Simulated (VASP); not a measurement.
Set up this calculation in VASP 6.6.1, as the native input.

| Item | Value |
| --- | --- |
| Task | single point |
| Functional | PBEsol |
| Potentials or basis | VASP PAW PBE potentials, release 64 (Ta_pv) |
| Cutoff | 500 eV |
| k mesh | 12 × 12 × 16 |
| Occupations | gaussian, width 0.1 eV |
| Spin | no spin polarisation |
| Dipole correction | no |
| Further INCAR settings | ALGO = Normal; EDIFF = 1e-06; NBANDS = 12 |

The structure of Ta lies in POSCAR:

```
Ta
1.0
    2.8394229387     -0.0000040661     -0.0048052562
   -0.0000040661      2.8394229387     -0.0048052562
    1.4160065501      1.4160065501      2.2887605517
Ta
1
Direct
    0.0000000000      0.0000000000      0.0000000000
```

One way to write it, as run:

INCAR

```
SYSTEM = Ta
  PREC = Accurate
  ENCUT = 500
  EDIFF = 1E-6
  ISMEAR = 0
  SIGMA = 0.1
  LREAL = .False.
  LASPH = .True.
  NELM = 120
  ALGO = Normal
  ISIF = 2
  LWAVE = .False.
  LCHARG = .True.
  GGA = PS
  LELF = .True.
  LVHAR = .True.
  NBANDS = 12
  GGA_COMPAT = .False.
```

KPOINTS

```
regular mesh
0
Gamma
  12 12 16
  0 0 0
```

Potentials or basis: VASP PAW PBE potentials, release 64 (Ta_pv).

The run is started by

```sh
$ cat potpaw_PBE.64/Ta_pv/POTCAR > POTCAR
$ mpirun -np 1 vasp_std > vasp.out
```

It gave:

```json
{
  "Pressure": "-4.8 GPa",
  "Band gap on the k mesh": "zero (an odd number of electrons rules out a gap without spin polarisation)"
}
```

Caveat: the cell stands under tension; the PAW data sets were made with another functional, which shifts forces and pressure a little; spin-orbit coupling is left out, which moves the levels of the heavy elements.

It took 4.5 min on 1 thread of AMD EPYC 7R13, with other jobs on the host, peak memory 0.22 GiB.
